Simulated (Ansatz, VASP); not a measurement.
# Two plane-wave programs on Mg4H

File INCAR:

```
ALGO = Normal ; DIPOL = 0.5 0.5 0.297
EDIFF = 1E-7 ; ENCUT = 520
GGA = PE ; IDIPOL = 3
ISIF = 2 ; ISMEAR = 0
LASPH = True ; LCHARG = False
LDIPOL = True ; LREAL = False
LWAVE = False ; NBANDS = 20
NELM = 60 ; PREC = Accurate
SIGMA = 0.1
```

Contents of KPOINTS:

```
k-points
0
Gamma
  4 5 1
```

POSCAR

```
Mg4H
1.0
    6.4201385733      0.0000000000      0.0000000000
    0.0000000000      5.1379129567      0.0000000000
    0.0000000000      0.0000000000     21.6644777330
Mg H
8 2
Direct
    0.0000000000      0.7500000000      0.1846340378
    0.5000000000      0.7500000000      0.1846340378
    0.2500000000      0.2500000000      0.2274076137
    0.7500000000      0.2500000000      0.2274076137
    0.2500000000      0.7500000000      0.3173234500
    0.7500000000      0.7500000000      0.3173234500
    0.0000000000      0.2500000000      0.3537808678
    0.5000000000      0.2500000000      0.3537808678
    0.6580237921      0.0833333333      0.4040936431
    0.8419762079      0.0833333333      0.4040936431
```

Input for Ansatz:

```yaml
crystal:
  lattice:
    - [6.4201385733, 0.0, 0.0]
    - [0.0, 5.1379129567, 0.0]
    - [0.0, 0.0, 21.664477733]
  atoms:
    - { symbol: Mg, position: [0.0, 0.75, 0.1846340378] }
    - { symbol: Mg, position: [0.5, 0.75, 0.1846340378] }
    - { symbol: Mg, position: [0.25, 0.25, 0.2274076137] }
    - { symbol: Mg, position: [0.75, 0.25, 0.2274076137] }
    - { symbol: Mg, position: [0.25, 0.75, 0.31732345] }
    - { symbol: Mg, position: [0.75, 0.75, 0.31732345] }
    - { symbol: Mg, position: [0.0, 0.25, 0.3537808678] }
    - { symbol: Mg, position: [0.5, 0.25, 0.3537808678] }
    - { symbol: H, position: [0.6580237921, 0.0833333333, 0.4040936431] }
    - { symbol: H, position: [0.8419762079, 0.0833333333, 0.4040936431] }
basis:
  ecutwfc: 420
kpoints:
  mp_grid: { grid: [4, 5, 1] }
hamiltonian:
  xc: pbe
scf:
  occupations: { method: gaussian, width: 0.1 }
output:
  forces: true
  eigenvalues: true
efield:
  axis: 3
  dipole_correction: true
  ramp_width: 0.04
```

Alike in both runs: task single point; functional PBE; k mesh 4 × 5 × 1; occupations gaussian, width 0.1 eV; no spin polarisation.

```csv
,VASP,Ansatz
version,VASP 6.6.1,Ansatz 0.2.0
potentials or method,"VASP PAW PBE potentials, release 64 (Mg, H), cutoff 520 eV","scalar-relativistic, plane waves, PAW"
valence electrons in the cell,18,82
```

VASP gave:

```
gap on the k mesh at the Fermi level (eV) : none
rms of the force components (eV/Å)        : 0.480
```

Problem. Estimate Ansatz's values.

Solution. gap on the k mesh at the Fermi level (eV): none; rms of the force components (eV/Å): 0.476.

Atom by atom the forces differ by 0.005 eV/Å (rms over components). A gap of «none» marks a metal or a gap that the smearing closes. VASP's potentials hold 18 valence electrons a cell and Ansatz's 82, so a difference there can come from the potentials and not from the codes.
